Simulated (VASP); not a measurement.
# SrCl2 in VASP: further runs

The runs below take SrCl2 through single point, with PBEsol, LDA.

Everything below comes from runs of VASP 6.6.1. Logs are shortened: lines on timing, memory, paths and dates and some standing lists are left out, and cuts for length are marked.

## 1. The cell of the first run

It takes space group Fm-3m (No. 225, cubic). The conventional cell has a = 7.114 Å, b = 7.114 Å, c = 7.114 Å, α = 90.00°, β = 90.00°, γ = 90.00°. Within 4.1 Å of Sr (site symmetry m-3m) lie 8 Cl at 3.08 Å. Within 4.1 Å of Cl (site symmetry -43m) lie 4 Sr at 3.08 Å and 6 Cl at 3.56 Å.

## 2. Single point, PBEsol

Input file INCAR:

```
SYSTEM = SrCl2
PREC     = Accurate       ! precision mode
ENCUT    = 520            ! plane-wave cutoff, eV
EDIFF    = 1E-6           ! SCF threshold, eV
ISMEAR   = -1             ! smearing method
SIGMA    = 0.05           ! smearing width, eV
LREAL    = .FALSE.        ! projectors in reciprocal space
LASPH    = .TRUE.         ! aspherical terms in the spheres
NELM     = 80             ! most SCF steps
ALGO     = Normal         ! electronic algorithm
ISIF     = 2              ! what is computed and relaxed
LWAVE    = .FALSE.        ! write WAVECAR
LCHARG   = .TRUE.         ! write CHGCAR
GGA      = PS             ! functional
LELF     = .TRUE.         ! ELF
LVHAR    = .TRUE.       
NBANDS   = 19             ! bands
```

Input file KPOINTS:

```
Automatic mesh
0
G
  7 7 7
  0 0 0
```

Input file POSCAR:

```
SrCl2
1.0
    0.0000000000      3.5567663891      3.5567663891
    3.5567663891      0.0000000000      3.5567663891
    3.5567663891      3.5567663891      0.0000000000
Sr Cl
1 2
Direct
    0.0000000000      0.0000000000      0.0000000000
    0.7500000000      0.7500000000      0.7500000000
    0.2500000000      0.2500000000      0.2500000000
```

Potentials or basis: VASP PAW PBE potentials, release 64 (Sr_sv, Cl).

On the command line:

```bash
> cat potpaw_PBE.64/Sr_sv/POTCAR potpaw_PBE.64/Cl/POTCAR > POTCAR
> mpirun -np 1 vasp_std > vasp.out
```

OUTCAR:

```text
SYSTEM = SrCl2
   PREC = Accurate
   ENCUT = 520
   EDIFF = 1E-6
   ISMEAR = -1
   LREAL = .FALSE.
   LASPH = .TRUE.
   NELM = 80
   ISIF = 2
   GGA = PS

 ion  position               nearest neighbor table
   1  0.000  0.000  0.000-   2 3.08   2 3.08   2 3.08   2 3.08   3 3.08   3 3.08   3 3.08   3 3.08

   2  0.750  0.750  0.750-   1 3.08   1 3.08   1 3.08   1 3.08
   3  0.250  0.250  0.250-   1 3.08   1 3.08   1 3.08   1 3.08

  LATTYP: Found a face centered cubic cell.
 ALAT       =     7.1135327782

  Lattice vectors:

 A1 = (   0.0000000000,   3.5567663891,   3.5567663891)
 A2 = (   3.5567663891,   0.0000000000,   3.5567663891)
 A3 = (   3.5567663891,   3.5567663891,   0.0000000000)

Analysis of symmetry for initial positions (statically):
=====================================================================
 Subroutine PRICEL returns:
 Original cell was already a primitive cell.

 Routine SETGRP: Setting up the symmetry group for a
 face centered cubic supercell.

 Subroutine GETGRP returns: Found 48 space group operations
 (whereof 48 operations were pure point group operations)
 out of a pool of 48 trial point group operations.

The static configuration has the point symmetry O_h .

Analysis of symmetry for dynamics (positions and initial velocities):
=====================================================================
 Subroutine PRICEL returns:
 Original cell was already a primitive cell.

 Routine SETGRP: Setting up the symmetry group for a
 face centered cubic supercell.

 Subroutine GETGRP returns: Found 48 space group operations
 (whereof 48 operations were pure point group operations)
 out of a pool of 48 trial point group operations.

The dynamic configuration has the point symmetry O_h .

 Subroutine INISYM returns: Found 48 space group operations
 (whereof 48 operations are pure point group operations),
 and found     1 'primitive' translations

----------------------------------------------------------------------------------------

                                     Primitive cell

  volume of cell :      89.9904

  direct lattice vectors                    reciprocal lattice vectors
     0.000000000  3.556766389  3.556766389    -0.140577127  0.140577127  0.140577127
     3.556766389  0.000000000  3.556766389     0.140577127 -0.140577127  0.140577127
     3.556766389  3.556766389  0.000000000     0.140577127  0.140577127 -0.140577127

  length of vectors
     5.030027266  5.030027266  5.030027266     0.243486726  0.243486726  0.243486726

  position of ions in fractional coordinates (direct lattice)
     0.000000000  0.000000000  0.000000000
     0.750000000  0.750000000  0.750000000
     0.250000000  0.250000000  0.250000000

  ion indices of the primitive-cell ions
   primitive index   ion index
                 1           1
                 2           2
                 3           3

----------------------------------------------------------------------------------------

 KPOINTS: Automatic mesh

Automatic generation of k-mesh.
 Grid dimensions read from file:
 generate k-points for:    7    7    7

 Generating k-lattice:

  Cartesian coordinates                     Fractional coordinates (reciprocal lattice)
    -0.020082447  0.020082447  0.020082447     0.142857143  0.000000000  0.000000000
     0.020082447 -0.020082447  0.020082447     0.000000000  0.142857143  0.000000000
     0.020082447  0.020082447 -0.020082447     0.000000000  0.000000000  0.142857143

  Length of vectors
     0.034783818  0.034783818  0.034783818

  Shift w.r.t. Gamma in fractional coordinates (k-lattice)
     0.000000000  0.000000000  0.000000000

 Subroutine IBZKPT returns following result:
 ===========================================

 Found     20 irreducible k-points:

 Following reciprocal coordinates:
            Coordinates               Weight
  0.000000  0.000000  0.000000      1.000000
  0.142857  0.000000  0.000000      8.000000
  0.285714  0.000000  0.000000      8.000000
  0.428571  0.000000  0.000000      8.000000
  0.142857  0.142857  0.000000      6.000000
  0.285714  0.142857  0.000000     24.000000
[... 12 lines left out ...]
 -0.428571  0.428571  0.142857     24.000000
 -0.285714  0.428571  0.142857     24.000000
   k-points           NKPTS =     20   k-points in BZ     NKDIM =     20   number of bands    NBANDS=     19
   number of dos      NEDOS =    301   number of ions     NIONS =      3
   total plane-waves  NPLWV =  64000
   dimension x,y,z NGX =    40 NGY =   40 NGZ =   40
   dimension x,y,z NGXF=    80 NGYF=   80 NGZF=   80
   ions per type =               1   2
   NGX,Y,Z   is equivalent  to a cutoff of  13.22, 13.22, 13.22 a.u.
   NGXF,Y,Z  is equivalent  to a cutoff of  26.44, 26.44, 26.44 a.u.
 SYSTEM =  SrCl2
   PREC   = accura    normal or accurate (medium, high low for compatibility)
   ISTART =      0    job   : 0-new  1-cont  2-samecut
   ICHARG =      2    charge: 1-file 2-atom 10-const
   ISPIN  =      1    spin polarized calculation?
   LNONCOLLINEAR =      F non collinear calculations
   LSORBIT =      F    spin-orbit coupling
   LASPH  =      T    aspherical Exc in radial PAW
   ENCUT  =  520.0 eV  38.22 Ry    6.18 a.u.   9.35  9.35  9.35*2*pi/ulx,y,z
   NELM   =     80;   NELMIN=  2; NELMDL= -5     # of ELM steps
   EDIFF  = 0.1E-05   stopping-criterion for ELM
   LREAL  =      F    real-space projection
   EDIFFG = 0.1E-04   stopping-criterion for IOM
   NSW    =      0    number of steps for IOM
   IBRION =     -1    ionic relax: 0-MD 1-quasi-New 2-CG
   NFREE  =      0    steps in history (QN), initial steepest desc. (CG)
   ISIF   =      2    stress and relaxation
   ISYM   =      2    0-nonsym 1-usesym 2-fastsym
   POTIM  = 0.5000    time-step for ionic-motion
   TEBEG  =    0.0;   TEEND  =   0.0 temperature during run
   PSTRESS=    0.0 pullay stress
   NELECT =      24.0000    total number of electrons
   NUPDOWN=      -1.0000    fix difference up-down
   EMIN   =  10.00;   EMAX   =-10.00  energy-range for DOS
   EFERMI =   0.00;   METHOD = LEGACY
   ISMEAR =    -1;   SIGMA  =   0.05  broadening in eV -4-tet -1-fermi 0-gaus
   EFERMI_NEDOS =   21; number of points for ismear=-14 and -15
   IALGO  =     38    algorithm
   IMIX   =      4    mixing-type and parameters
     AMIX     =   0.40;   BMIX     =  1.00
     AMIX_MAG =   1.60;   BMIX_MAG =  1.00
  volume/ion in A,a.u.               =      30.00       202.43
  Fermi-wavevector in a.u.,A,eV,Ry     =   1.053772  1.991340 15.108385  1.110435
  Thomas-Fermi vector in A             =   2.188906
   LORBIT       =      0    0 simple, 1 ext, 2 COOP (PROOUT), +10 PAW based schemes
   GGA     = PS    functional components
   LHFCALC =     F    Hartree Fock is set to
   AEXX    =    0.0000 exact exchange contribution
   IVDW    =     0    specifies the selected vdW correction
   LEPSILON=     F    determine dielectric tensor
   LRPA    =     F    only Hartree local field effects (RPA)
 non-spin polarized calculation
  energy-cutoff  :      520.00
  volume of cell :       89.99
 maximum number of plane-waves:      2445
 NGX is ok and might be reduce to    40
   NGX = 19   NGY = 19   NGZ = 19

 number of electron      23.9999997 magnetization

 Free energy of the ion-electron system (eV)
  ---------------------------------------------------
  ext. energy  EPLUGINS =         0.00000000
  ---------------------------------------------------
  free energy    TOTEN  =       -13.27967128 eV

  energy without entropy =      -13.27967128  energy(sigma->0) =      -13.27967128

 E-fermi :   0.7429     XC(G=0):  -8.2341

 val. band max:       -0.3154502780   @ k =  -0.4286   0.4286   0.0000
 cond. band min:       4.6404406313   @ k =   0.0000   0.0000   0.0000
 fundamental gap:      4.9558909094
 Fermi energy:         0.7429483079

 k-point     1 :       0.0000    0.0000    0.0000
  band No.  band energies     occupation
      1     -33.2800      2.00000
      2     -15.2703      2.00000
      3     -15.2703      2.00000
      4     -15.2703      2.00000
      5     -13.4051      2.00000
      6     -12.6522      2.00000
[... 11 lines left out ...]
     18       8.4984      0.00000
     19       8.6490      0.00000

 k-point     2 :       0.1429    0.0000    0.0000
  band No.  band energies     occupation
      1     -33.2796      2.00000
      2     -15.3158      2.00000
      3     -15.2723      2.00000
      4     -15.2723      2.00000
      5     -13.3166      2.00000
      6     -12.6906      2.00000
[... 11 lines left out ...]
     18       8.2219      0.00000
     19       9.1042      0.00000

 k-point     3 :       0.2857    0.0000    0.0000
  band No.  band energies     occupation
      1     -33.2786      2.00000
      2     -15.4051      2.00000
      3     -15.2768      2.00000
      4     -15.2768      2.00000
      5     -13.1427      2.00000
      6     -12.7602      2.00000
[... 11 lines left out ...]
     18       8.0267      0.00000
     19       8.7281      0.00000

 k-point     4 :       0.4286    0.0000    0.0000
  band No.  band energies     occupation
      1     -33.2779      2.00000
      2     -15.4668      2.00000
      3     -15.2804      2.00000
      4     -15.2804      2.00000
      5     -13.0540      2.00000
      6     -12.7705      2.00000
[... 11 lines left out ...]
     18       8.0082      0.00000
     19       8.0082      0.00000

 k-point     5 :       0.1429    0.1429    0.0000
  band No.  band energies     occupation
      1     -33.2794      2.00000
      2     -15.3266      2.00000
      3     -15.2751      2.00000
      4     -15.2751      2.00000
      5     -13.2856      2.00000
      6     -12.7044      2.00000
[... 11 lines left out ...]
     18       8.2293      0.00000
     19       8.3911      0.00000

 k-point     6 :       0.2857    0.1429    0.0000
  band No.  band energies     occupation
      1     -33.2787      2.00000
      2     -15.3927      2.00000
      3     -15.2852      2.00000
      4     -15.2801      2.00000
      5     -13.1341      2.00000
      6     -12.7685      2.00000
[... 11 lines left out ...]
     18       8.0386      0.00000
     19       8.7312      0.00000

 k-point     7 :       0.4286    0.1429    0.0000
  band No.  band energies     occupation
      1     -33.2779      2.00000
      2     -15.4482      2.00000
      3     -15.3038      2.00000
      4     -15.2835      2.00000
      5     -13.0146      2.00000
      6     -12.7989      2.00000
[... 11 lines left out ...]
     18       7.9022      0.00000
     19       8.6413      0.00000

 k-point     8 :      -0.4286    0.1429    0.0000
  band No.  band energies     occupation
      1     -33.2776      2.00000
      2     -15.4597      2.00000
      3     -15.3158      2.00000
      4     -15.2828      2.00000
      5     -12.9990      2.00000
      6     -12.7873      2.00000
[... 168 lines left out ...]
 k-point    16 :      -0.4286    0.4286    0.0000
  band No.  band energies     occupation
      1     -33.2770      2.00000
      2     -15.4993      2.00000
      3     -15.3198      2.00000
      4     -15.2940      2.00000
      5     -12.9048      2.00000
      6     -12.8064      2.00000
[... 11 lines left out ...]
     18       8.5590      0.00000
     19       8.8220      0.00000

 k-point    17 :       0.4286    0.2857    0.1429
  band No.  band energies     occupation
      1     -33.2780      2.00000
      2     -15.4301      2.00000
      3     -15.3148      2.00000
      4     -15.2833      2.00000
      5     -12.9994      2.00000
      6     -12.8217      2.00000
[... 11 lines left out ...]
     18       7.8045      0.00000
     19       8.9850      0.00000

 k-point    18 :      -0.4286    0.2857    0.1429
  band No.  band energies     occupation
      1     -33.2774      2.00000
      2     -15.4395      2.00000
      3     -15.3551      2.00000
      4     -15.2876      2.00000
      5     -12.9283      2.00000
      6     -12.8264      2.00000
[... 11 lines left out ...]
     18       8.1422      0.00000
     19       9.0456      0.00000

 k-point    19 :      -0.4286    0.4286    0.1429
  band No.  band energies     occupation
      1     -33.2771      2.00000
      2     -15.4739      2.00000
      3     -15.3372      2.00000
      4     -15.2941      2.00000
      5     -12.8826      2.00000
      6     -12.8403      2.00000
[... 11 lines left out ...]
     18       8.4196      0.00000
     19       9.1420      0.00000

 k-point    20 :      -0.2857    0.4286    0.1429
  band No.  band energies     occupation
      1     -33.2771      2.00000
      2     -15.4291      2.00000
      3     -15.3910      2.00000
      4     -15.2933      2.00000
      5     -12.8747      2.00000
      6     -12.8385      2.00000
[... 11 lines left out ...]
     18       8.5371      0.00000
     19       9.8036      0.00000

------------------------ aborting loop because EDIFF is reached ----------------------------------------

  FORCE on cell =-STRESS in cart. coord.  units (eV):
  Direction    XX          YY          ZZ          XY          YZ          ZX
  --------------------------------------------------------------------------------------
  -------------------------------------------------------------------------------------
  Total       -1.4940943     -1.4940943     -1.4940943      0.0000000     -0.0000000      0.0000000
  in kB      -26.6006692    -26.6006692    -26.6006692      0.0000000     -0.0000000      0.0000000
  external PRESSURE =     -26.6006692 kB  Pullay stress =       0.0000000 kB

 VOLUME and BASIS-vectors are now :
 -----------------------------------------------------------------------------
  energy-cutoff  :      520.00
  volume of cell :       89.99
      direct lattice vectors                 reciprocal lattice vectors
     0.000000000  3.556766389  3.556766389    -0.140577127  0.140577127  0.140577127
     3.556766389  0.000000000  3.556766389     0.140577127 -0.140577127  0.140577127
     3.556766389  3.556766389  0.000000000     0.140577127  0.140577127 -0.140577127

 POSITION                                       TOTAL-FORCE (eV/Angst)
 -----------------------------------------------------------------------------------
      0.00000      0.00000      0.00000        -0.000000     -0.000000     -0.000000
      5.33515      5.33515      5.33515        -0.000000      0.000000      0.000000
      1.77838      1.77838      1.77838         0.000000      0.000000     -0.000000
 -----------------------------------------------------------------------------------
    total drift:                               -0.000000     -0.000000      0.000000

  FREE ENERGIE OF THE ION-ELECTRON SYSTEM (eV)
  ---------------------------------------------------
  free  energy   TOTEN  =       -13.2796712830 eV

  energy  without entropy=      -13.2796712829  energy(sigma->0) =      -13.27967128
```

Wall time 27 s (1 thread of Intel Xeon Platinum 8488C (Sapphire Rapids), shared host); peak memory 0.24 GiB.

What came out:

- Free energy: -13.2797 eV
- Pressure: -2.7 GPa
- Band gap on the k mesh: 4.96 eV (least direct gap 5.24 eV)

Levels at points of the mesh, in eV from the valence-band top:
```
           k point  band 8  band 9  band 10  band 11  band 12  band 13  band 14  band 15  band 16  band 17
(0.00, 0.00, 0.00)   -1.94   -1.94    -0.29    -0.29    -0.29     4.96     6.02     6.02     8.81     8.81
```

Caveat: the PAW data sets were made with another functional, which shifts forces and pressure a little; an odd mesh through Γ misses points on the zone boundary, where band edges can lie.

## 3. Single point, PBEsol (atoms moved at random)

Input file INCAR:

```
SYSTEM = SrCl2
PREC = Accurate ; ENCUT = 520
EDIFF = 1E-6 ; ISMEAR = -1
SIGMA = 0.05 ; LREAL = .False.
LASPH = .True. ; NELM = 100
ALGO = Normal ; ISIF = 2
LWAVE = .False. ; LCHARG = .False.
GGA = PS ; NBANDS = 19
```

Input file KPOINTS:

```
regular mesh
0
Gamma
  7 7 7
  0 0 0
```

Input file POSCAR:

```
SrCl2
1.0
    0.0000000000      3.4883500000      3.4883500000
    3.4883500000      0.0000000000      3.4883500000
    3.4883500000      3.4883500000      0.0000000000
Sr Cl
1 2
Direct
   -0.0097240000     -0.0002240000     -0.0007080000
    0.7494120000      0.7559290000      0.7488050000
    0.2603750000      0.2503140000      0.2444680000
```

Potentials or basis: VASP PAW PBE potentials, release 64 (Sr_sv, Cl).

On the command line:

```bash
> cat potpaw_PBE.64/Sr_sv/POTCAR potpaw_PBE.64/Cl/POTCAR > POTCAR
> mpirun -np 1 vasp_std > vasp.out
```

Wall time 3.1 min (1 thread of Intel Xeon Platinum 8488C (Sapphire Rapids), shared host); peak memory 0.41 GiB.

Results (log left out):

- Free energy: -13.3273 eV
- Pressure: -0.9 GPa
- Largest force: 0.202 eV/Å
- Band gap on the k mesh: 5.16 eV (least direct gap 5.47 eV)

Forces in eV/Å, atoms in the order of the input:
```
Sr  -0.005  0.116  0.165
Cl  -0.079 -0.013 -0.045
Cl   0.084 -0.104 -0.120
```

Stress tensor (GPa, compression positive):
```
-0.84 -0.08 -0.09
-0.08 -0.86  0.21
-0.09  0.21 -0.87
```

Levels at points of the mesh, in eV from the valence-band top:
| k point | band 9 | band 10 | band 11 | band 12 | band 13 | band 14 | band 15 | band 16 |
| --- | --- | --- | --- | --- | --- | --- | --- | --- |
| (0.00, 0.00, 0.00) | -2.13 | -0.32 | -0.32 | -0.32 | 5.16 | 6.01 | 6.02 | 8.83 |

Caveat: the cell differs from its parent crystal (atoms moved at random); the PAW data sets were made with another functional, which shifts forces and pressure a little.

(Continued in part 2 of 2.)
